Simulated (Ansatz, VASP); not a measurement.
Eu in VASP and in Ansatz

```
CELL_PARAMETERS angstrom
3.92827 0.00000 0.00000
-1.96414 3.40198 0.00000
0.00000 0.00000 6.29755
ATOMIC_POSITIONS crystal
Eu 0.33333 0.66667 0.75000
Eu 0.66667 0.33333 0.25000
```

Alike in both runs: functional PBE; k mesh 12 × 12 × 6; occupations gaussian, width 0.05 eV; collinear spin.

Ansatz relaxed the structure, and its values are those at the end. VASP's run is a single point on that final structure, the one shown.

|  | VASP | Ansatz |
| --- | --- | --- |
| version | VASP 6.6.1 | Ansatz 0.2.0 |
| potentials or method | VASP PAW PBE potentials, release 64 (Eu), cutoff 520 eV | scalar-relativistic, plane waves, PAW |
| valence electrons in the cell | 34 | 34 |

|  | VASP | Ansatz | Ansatz less VASP |
| --- | --- | --- | --- |
| gap on the k mesh at the Fermi level (eV) | none | none | - |
| pressure (GPa) | -0.3 | 0.0 | +0.29 |
| net moment per atom (μB) | 7.58 | 7.58 | +0.007 |
| size of the moment on the site where the two differ most (μB) | 6.74 | 7.20 | +0.461 |

Site moments also hang on the region over which each program counts them. A gap of «none» marks a metal or a gap that the smearing closes.

Spin-orbit coupling is off throughout.
